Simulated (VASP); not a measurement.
# Sr (Fm-3m) in VASP: a series of runs

Runs on Sr. Level: PBE. Tasks: single point.

All numbers are computed with VASP 6.6.1; they aren't measurements. Logs are shortened: lines on timing, memory, paths and dates and some standing lists are left out, and cuts for length are marked.

## Step 1: The cell of the first run

The structure is cubic, space group Fm-3m (No. 225). The conventional cell has a = 3.926 Å, b = 3.926 Å, c = 3.926 Å, α = 90.00°, β = 90.00°, γ = 90.00°. Within 3.7 Å of Sr (site symmetry m-3m) lie 12 Sr at 2.78 Å.

## Step 2: Single point, PBE

INCAR reads:

```
PREC = Accurate
ENCUT = 520
EDIFF = 1E-6
ISMEAR = 0
SIGMA = 0.1
LREAL = F
LASPH = T
NELM = 80
ALGO = Normal
ISIF = 2
LWAVE = F
LCHARG = F
GGA = PE
NBANDS = 11
```

KPOINTS reads:

```
regular mesh
0
Gamma
  18 18 18
```

POSCAR reads:

```
Sr
1.0
    0.0000000000      1.9632133429      1.9632133429
    1.9632133429      0.0000000000      1.9632133429
    1.9632133429      1.9632133429      0.0000000000
Sr
1
Direct
    0.0000000000      0.0000000000      0.0000000000
```

Potentials or basis: VASP PAW PBE potentials, release 64 (Sr_sv).

On the command line:

```sh
$ cat potpaw_PBE.64/Sr_sv/POTCAR > POTCAR
$ mpirun -np 1 vasp_std > vasp.out
```

OUTCAR:

```text
PREC = Accurate
   ENCUT = 520
   EDIFF = 1E-6
   ISMEAR = 0
   LREAL = F
   LASPH = T
   NELM = 80
   ISIF = 2
   GGA = PE

 ion  position               nearest neighbor table
   1  0.000  0.000  0.000-

  LATTYP: Found a face centered cubic cell.
 ALAT       =     3.9264266858

  Lattice vectors:

 A1 = (   0.0000000000,   1.9632133429,   1.9632133429)
 A2 = (   1.9632133429,   0.0000000000,   1.9632133429)
 A3 = (   1.9632133429,   1.9632133429,   0.0000000000)

Analysis of symmetry for initial positions (statically):
=====================================================================
 Subroutine PRICEL returns:
 Original cell was already a primitive cell.

 Routine SETGRP: Setting up the symmetry group for a
 face centered cubic supercell.

 Subroutine GETGRP returns: Found 48 space group operations
 (whereof 48 operations were pure point group operations)
 out of a pool of 48 trial point group operations.

The static configuration has the point symmetry O_h .

Analysis of symmetry for dynamics (positions and initial velocities):
=====================================================================
 Subroutine PRICEL returns:
 Original cell was already a primitive cell.

 Routine SETGRP: Setting up the symmetry group for a
 face centered cubic supercell.

 Subroutine GETGRP returns: Found 48 space group operations
 (whereof 48 operations were pure point group operations)
 out of a pool of 48 trial point group operations.

The dynamic configuration has the point symmetry O_h .

 Subroutine INISYM returns: Found 48 space group operations
 (whereof 48 operations are pure point group operations),
 and found     1 'primitive' translations

----------------------------------------------------------------------------------------

                                     Primitive cell

  volume of cell :      15.1333

  direct lattice vectors                    reciprocal lattice vectors
     0.000000000  1.963213343  1.963213343    -0.254684496  0.254684496  0.254684496
     1.963213343  0.000000000  1.963213343     0.254684496 -0.254684496  0.254684496
     1.963213343  1.963213343  0.000000000     0.254684496  0.254684496 -0.254684496

  length of vectors
     2.776402935  2.776402935  2.776402935     0.441126486  0.441126486  0.441126486

  position of ions in fractional coordinates (direct lattice)
     0.000000000  0.000000000  0.000000000

  ion indices of the primitive-cell ions
   primitive index   ion index
                 1           1

----------------------------------------------------------------------------------------

 KPOINTS: regular mesh

Automatic generation of k-mesh.
 Grid dimensions read from file:
 generate k-points for:   18   18   18

 Generating k-lattice:

  Cartesian coordinates                     Fractional coordinates (reciprocal lattice)
    -0.014149139  0.014149139  0.014149139     0.055555556  0.000000000  0.000000000
     0.014149139 -0.014149139  0.014149139     0.000000000  0.055555556  0.000000000
     0.014149139  0.014149139 -0.014149139     0.000000000  0.000000000  0.055555556

  Length of vectors
     0.024507027  0.024507027  0.024507027

  Shift w.r.t. Gamma in fractional coordinates (k-lattice)
     0.000000000  0.000000000  0.000000000

 Subroutine IBZKPT returns following result:
 ===========================================

 Found    195 irreducible k-points:

 Following reciprocal coordinates:
            Coordinates               Weight
  0.000000  0.000000  0.000000      1.000000
  0.055556  0.000000  0.000000      8.000000
  0.111111  0.000000  0.000000      8.000000
  0.166667  0.000000  0.000000      8.000000
  0.222222  0.000000  0.000000      8.000000
  0.277778  0.000000  0.000000      8.000000
[... 16 lines left out ...]
 -0.277778  0.055556  0.000000     24.000000
 -0.222222  0.055556  0.000000     24.000000
 [... further k-points ...]
   k-points           NKPTS =    195   k-points in BZ     NKDIM =    195   number of bands    NBANDS=     11
   number of dos      NEDOS =    301   number of ions     NIONS =      1
   total plane-waves  NPLWV =  13824
   dimension x,y,z NGX =    24 NGY =   24 NGZ =   24
   dimension x,y,z NGXF=    48 NGYF=   48 NGZF=   48
   ions per type =               1
   NGX,Y,Z   is equivalent  to a cutoff of  14.37, 14.37, 14.37 a.u.
   NGXF,Y,Z  is equivalent  to a cutoff of  28.74, 28.74, 28.74 a.u.
 SYSTEM =  unknown system
   PREC   = accura    normal or accurate (medium, high low for compatibility)
   ISTART =      0    job   : 0-new  1-cont  2-samecut
   ICHARG =      2    charge: 1-file 2-atom 10-const
   ISPIN  =      1    spin polarized calculation?
   LNONCOLLINEAR =      F non collinear calculations
   LSORBIT =      F    spin-orbit coupling
   LASPH  =      T    aspherical Exc in radial PAW
   ENCUT  =  520.0 eV  38.22 Ry    6.18 a.u.   5.16  5.16  5.16*2*pi/ulx,y,z
   NELM   =     80;   NELMIN=  2; NELMDL= -5     # of ELM steps
   EDIFF  = 0.1E-05   stopping-criterion for ELM
   LREAL  =      F    real-space projection
   EDIFFG = 0.1E-04   stopping-criterion for IOM
   NSW    =      0    number of steps for IOM
   IBRION =     -1    ionic relax: 0-MD 1-quasi-New 2-CG
   NFREE  =      0    steps in history (QN), initial steepest desc. (CG)
   ISIF   =      2    stress and relaxation
   ISYM   =      2    0-nonsym 1-usesym 2-fastsym
   POTIM  = 0.5000    time-step for ionic-motion
   TEBEG  =    0.0;   TEEND  =   0.0 temperature during run
   PSTRESS=    0.0 pullay stress
   NELECT =      10.0000    total number of electrons
   NUPDOWN=      -1.0000    fix difference up-down
   EMIN   =  10.00;   EMAX   =-10.00  energy-range for DOS
   EFERMI =   0.00;   METHOD = LEGACY
   ISMEAR =     0;   SIGMA  =   0.10  broadening in eV -4-tet -1-fermi 0-gaus
   EFERMI_NEDOS =   21; number of points for ismear=-14 and -15
   IALGO  =     38    algorithm
   IMIX   =      4    mixing-type and parameters
     AMIX     =   0.40;   BMIX     =  1.00
     AMIX_MAG =   1.60;   BMIX_MAG =  1.00
  volume/ion in A,a.u.               =      15.13       102.12
  Fermi-wavevector in a.u.,A,eV,Ry     =   1.425927  2.694612 27.664293  2.033268
  Thomas-Fermi vector in A             =   2.546259
   LORBIT       =      0    0 simple, 1 ext, 2 COOP (PROOUT), +10 PAW based schemes
   GGA     = PE    functional components
   LHFCALC =     F    Hartree Fock is set to
   AEXX    =    0.0000 exact exchange contribution
   IVDW    =     0    specifies the selected vdW correction
   LEPSILON=     F    determine dielectric tensor
   LRPA    =     F    only Hartree local field effects (RPA)
 non-spin polarized calculation
 Gauss-broadening in eV      SIGMA  =   0.10
  energy-cutoff  :      520.00
  volume of cell :       15.13
 maximum number of plane-waves:       419
 NGX is ok and might be reduce to    24
   NGX = 11   NGY = 11   NGZ = 11

 number of electron      10.0000000 magnetization

 Free energy of the ion-electron system (eV)
  ---------------------------------------------------
  ext. energy  EPLUGINS =         0.00000000
  ---------------------------------------------------
  free energy    TOTEN  =         3.22127277 eV

  energy without entropy =        3.22530234  energy(sigma->0) =        3.22328755

 E-fermi :   8.9942     XC(G=0): -12.6899

 val. band max:        8.9824926679   @ k =   0.3333   0.1667   0.0556
 cond. band min:       9.0268142446   @ k =  -0.3333   0.1667   0.0000
 fundamental gap:      0.0443215767
 Fermi energy:         8.9942001303

 k-point     1 :       0.0000    0.0000    0.0000
  band No.  band energies     occupation
      1     -28.4236      2.00000
      2      -6.2620      2.00000
      3      -6.2620      2.00000
      4      -6.2620      2.00000
      5       7.4221      2.00000
      6      12.2604      0.00000
      7      12.2604      0.00000
      8      12.2604      0.00000
      9      17.6204      0.00000
     10      17.6204      0.00000
     11      21.0752      0.00000

 k-point     2 :       0.0556    0.0000    0.0000
  band No.  band energies     occupation
      1     -28.3794      2.00000
      2      -6.5161      2.00000
      3      -6.2883      2.00000
      4      -6.2883      2.00000
      5       7.6589      2.00000
      6      12.0649      0.00000
      7      12.3646      0.00000
      8      12.3646      0.00000
      9      17.4264      0.00000
     10      17.4264      0.00000
     11      21.5492      0.00000

 k-point     3 :       0.1111    0.0000    0.0000
  band No.  band energies     occupation
      1     -28.2498      2.00000
      2      -7.2074      2.00000
      3      -6.3627      2.00000
      4      -6.3627      2.00000
      5       8.2258      2.00000
      6      11.6974      0.00000
      7      12.6330      0.00000
      8      12.6330      0.00000
      9      16.9959      0.00000
     10      16.9959      0.00000
     11      22.6995      0.00000

 k-point     4 :       0.1667    0.0000    0.0000
  band No.  band energies     occupation
      1     -28.0437      2.00000
      2      -8.1782      2.00000
      3      -6.4733      2.00000
      4      -6.4733      2.00000
      5       8.6616      2.00000
      6      11.7098      0.00000
      7      12.9067      0.00000
      8      12.9067      0.00000
      9      16.6812      0.00000
     10      16.6812      0.00000
     11      23.1828      0.00000
[... 239 lines left out ...]
 k-point    22 :      -0.3333    0.0556    0.0000
  band No.  band energies     occupation
      1     -27.0439      2.00000
      2     -11.5601      2.00000
      3      -7.1683      2.00000
      4      -6.8312      2.00000
      5       7.8235      2.00000
      6      11.9389      0.00000
      7      12.1917      0.00000
      8      15.1710      0.00000
      9      18.4587      0.00000
     10      20.4633      0.00000
     11      21.8866      0.00000

 k-point    23 :      -0.2778    0.0556    0.0000
  band No.  band energies     occupation
      1     -27.3396      2.00000
      2     -10.6700      2.00000
      3      -7.0668      2.00000
      4      -6.6948      2.00000
      5       8.2170      2.00000
      6      12.3865      0.00000
      7      12.5736      0.00000
      8      13.8828      0.00000
      9      17.1338      0.00000
     10      19.3378      0.00000
     11      22.0168      0.00000

 k-point    24 :      -0.2222    0.0556    0.0000
  band No.  band energies     occupation
      1     -27.6453      2.00000
      2      -9.6425      2.00000
      3      -6.9306      2.00000
      4      -6.5549      2.00000
      5       8.6518      2.00000
      6      12.4307      0.00000
      7      12.9361      0.00000
      8      12.9602      0.00000
      9      16.1580      0.00000
     10      18.2272      0.00000
     11      22.6611      0.00000

 [... further k-points ...]
[... 5 lines left out ...]
  --------------------------------------------------------------------------------------
  -------------------------------------------------------------------------------------
  Total        8.8995327      8.8995327      8.8995327     -0.0000000      0.0000000      0.0000000
  in kB      942.2047710    942.2047710    942.2047710     -0.0000000      0.0000000      0.0000000
  external PRESSURE =     942.2047710 kB  Pullay stress =       0.0000000 kB

 VOLUME and BASIS-vectors are now :
 -----------------------------------------------------------------------------
  energy-cutoff  :      520.00
  volume of cell :       15.13
      direct lattice vectors                 reciprocal lattice vectors
     0.000000000  1.963213343  1.963213343    -0.254684496  0.254684496  0.254684496
     1.963213343  0.000000000  1.963213343     0.254684496 -0.254684496  0.254684496
     1.963213343  1.963213343  0.000000000     0.254684496  0.254684496 -0.254684496

 POSITION                                       TOTAL-FORCE (eV/Angst)
 -----------------------------------------------------------------------------------
      0.00000      0.00000      0.00000         0.000000      0.000000      0.000000
 -----------------------------------------------------------------------------------
    total drift:                                0.000000      0.000000     -0.000000

  FREE ENERGIE OF THE ION-ELECTRON SYSTEM (eV)
  ---------------------------------------------------
  free  energy   TOTEN  =         3.2212727701 eV

  energy  without entropy=        3.2253023396  energy(sigma->0) =        3.22328755
```

It took 10 s on 1 thread of Intel Xeon 6975P-C (Granite Rapids), shared host; peak memory 0.16 GiB.

What came out:

```yaml
Free_energy: 3.2213 eV
Pressure: 94.2 GPa
Band_gap_on_the_k_mesh: zero (bands 5 and 6 overlap by 4.39 eV)
```

Caveat: the cell stands under pressure.

## Step 3: Single point, PBE

This run uses another cell than the first one, of 43.49 Å³/atom.

INCAR reads:

```
PREC = Accurate
ENCUT = 520
EDIFF = 1E-7
ISMEAR = 0
SIGMA = 0.1
LREAL = F
LASPH = T
NELM = 100
ALGO = Normal
ISIF = 2
LWAVE = F
LCHARG = F
GGA = PE
NBANDS = 11
```

KPOINTS reads:

```
regular mesh
0
Gamma
  12 12 12
```

POSCAR reads:

```
Sr
1.0
    0.0000000000      2.7910819593      2.7910819593
    2.7910819593      0.0000000000      2.7910819593
    2.7910819593      2.7910819593      0.0000000000
Sr
1
Direct
    0.0000000000      0.0000000000      0.0000000000
```

Potentials or basis: VASP PAW PBE potentials, release 64 (Sr_sv).

On the command line:

```sh
$ cat potpaw_PBE.64/Sr_sv/POTCAR > POTCAR
$ mpirun -np 1 vasp_std > vasp.out
```

OUTCAR:

```text
PREC = Accurate
   ENCUT = 520
   EDIFF = 1E-7
   ISMEAR = 0
   LREAL = F
   LASPH = T
   NELM = 100
   ISIF = 2
   GGA = PE

 ion  position               nearest neighbor table
   1  0.000  0.000  0.000-

  LATTYP: Found a face centered cubic cell.
 ALAT       =     5.5821639186

  Lattice vectors:

 A1 = (   0.0000000000,   2.7910819593,   2.7910819593)
 A2 = (   2.7910819593,   0.0000000000,   2.7910819593)
 A3 = (   2.7910819593,   2.7910819593,   0.0000000000)

Analysis of symmetry for initial positions (statically):
=====================================================================
 Subroutine PRICEL returns:
 Original cell was already a primitive cell.

 Routine SETGRP: Setting up the symmetry group for a
 face centered cubic supercell.

 Subroutine GETGRP returns: Found 48 space group operations
 (whereof 48 operations were pure point group operations)
 out of a pool of 48 trial point group operations.

The static configuration has the point symmetry O_h .

Analysis of symmetry for dynamics (positions and initial velocities):
=====================================================================
[... 160 lines left out ...]
 cond. band min:       2.5465838349   @ k =  -0.3333   0.3333   0.1667
 fundamental gap:      0.0489873654
 Fermi energy:         2.5063107310

 k-point     1 :       0.0000    0.0000    0.0000
  band No.  band energies     occupation
      1     -33.7330      2.00000
      2     -15.5468      2.00000
      3     -15.5468      2.00000
      4     -15.5468      2.00000
      5      -1.5112      2.00000
      6       5.0524      0.00000
      7       5.0524      0.00000
      8       5.0524      0.00000
      9       6.9347      0.00000
     10       6.9347      0.00000
     11      10.3264      0.00000
[... 309 lines left out ...]
 k-point    24 :      -0.4167    0.1667    0.0000
  band No.  band energies     occupation
      1     -33.6878      2.00000
      2     -15.9445      2.00000
      3     -15.6840      2.00000
      4     -15.6196      2.00000
      5       1.6808      2.00000
      6       2.7838      0.00009
      7       4.1763      0.00000
      8       5.2663      0.00000
      9       7.8848      0.00000
     10       8.4151      0.00000
     11       9.3942      0.00000

 [... further k-points ...]
[... 5 lines left out ...]
  --------------------------------------------------------------------------------------
  -------------------------------------------------------------------------------------
  Total        1.1025412      1.1025412      1.1025412     -0.0000000      0.0000000     -0.0000000
  in kB       40.6216574     40.6216574     40.6216574     -0.0000000      0.0000000     -0.0000000
  external PRESSURE =      40.6216574 kB  Pullay stress =       0.0000000 kB

 VOLUME and BASIS-vectors are now :
 -----------------------------------------------------------------------------
  energy-cutoff  :      520.00
  volume of cell :       43.49
      direct lattice vectors                 reciprocal lattice vectors
     0.000000000  2.791081959  2.791081959    -0.179141998  0.179141998  0.179141998
     2.791081959  0.000000000  2.791081959     0.179141998 -0.179141998  0.179141998
     2.791081959  2.791081959  0.000000000     0.179141998  0.179141998 -0.179141998

 POSITION                                       TOTAL-FORCE (eV/Angst)
 -----------------------------------------------------------------------------------
      0.00000      0.00000      0.00000         0.000000      0.000000      0.000000
 -----------------------------------------------------------------------------------
    total drift:                                0.000000     -0.000000      0.000000

  FREE ENERGIE OF THE ION-ELECTRON SYSTEM (eV)
  ---------------------------------------------------
  free  energy   TOTEN  =        -1.5196867482 eV

  energy  without entropy=       -1.5156199636  energy(sigma->0) =       -1.51765336
```

OSZICAR:

```text
N       E                     dE             d eps       ncg     rms          rms(c)
DAV:   1     0.347343171052E+02    0.34734E+02   -0.50768E+03  1584   0.814E+02
DAV:   2    -0.674518180042E-01   -0.34802E+02   -0.34106E+02  1845   0.155E+02
DAV:   3    -0.146511462360E+01   -0.13977E+01   -0.13878E+01  2250   0.235E+01
DAV:   4    -0.152667484081E+01   -0.61560E-01   -0.61514E-01  2034   0.431E+00
DAV:   5    -0.152807353191E+01   -0.13987E-02   -0.13987E-02  2243   0.488E-01    0.133E+01
DAV:   6    -0.152291024272E+01    0.51633E-02   -0.52685E-03  2301   0.789E-01    0.769E+00
DAV:   7    -0.151966340953E+01    0.32468E-02   -0.10491E-02  2445   0.106E+00    0.211E-01
DAV:   8    -0.151966829970E+01   -0.48902E-05   -0.26385E-04  2076   0.120E-01    0.495E-02
DAV:   9    -0.151968418488E+01   -0.15885E-04   -0.39066E-05  2382   0.333E-02    0.198E-02
DAV:  10    -0.151968740069E+01   -0.32158E-05   -0.49727E-06  1863   0.181E-02    0.634E-03
DAV:  11    -0.151968692288E+01    0.47781E-06   -0.40467E-07  2385   0.407E-03    0.137E-03
DAV:  12    -0.151968672539E+01    0.19749E-06   -0.45574E-08  1181   0.110E-03    0.601E-04
DAV:  13    -0.151968674817E+01   -0.22784E-07   -0.11726E-08   903   0.748E-04
   1 F= -.15196867E+01 E0= -.15176534E+01  d E =-.406678E-02
```

stdout:

```text
POSCAR found type information on POSCAR Sr
 POSCAR found :  1 types and       1 ions
 scaLAPACK will be used
 LDA part: xc-table for (Slater+PW92), standard interpolation
 POSCAR, INCAR and KPOINTS ok, starting setup
 FFT: planning ... GRIDC
 FFT: planning ... GRID_SOFT
 FFT: planning ... GRID
 WAVECAR not read
 entering main loop
```

Wall time 15 s (1 thread of Intel Xeon 6975P-C (Granite Rapids), shared host); peak memory 0.18 GiB.

Results:

| Property | Result |
| --- | --- |
| Free energy | -1.5197 eV |
| Pressure | 4.1 GPa |

Levels at points of the mesh, in eV from the Fermi level:
```csv
k point,band 3,band 4,band 5,band 6,band 7,band 8
"(0.00, 0.00, 0.00)",-18.05,-18.05,-4.02,2.55,2.55,2.55
"(0.50, 0.00, 0.00)",-18.11,-18.11,-1.29,0.44,2.34,2.34
"(0.50, 0.50, 0.00)",-18.21,-18.21,-0.99,0.06,1.68,5.81
```

Caveat: the cell stands under pressure.

[end of part 1 of 2]
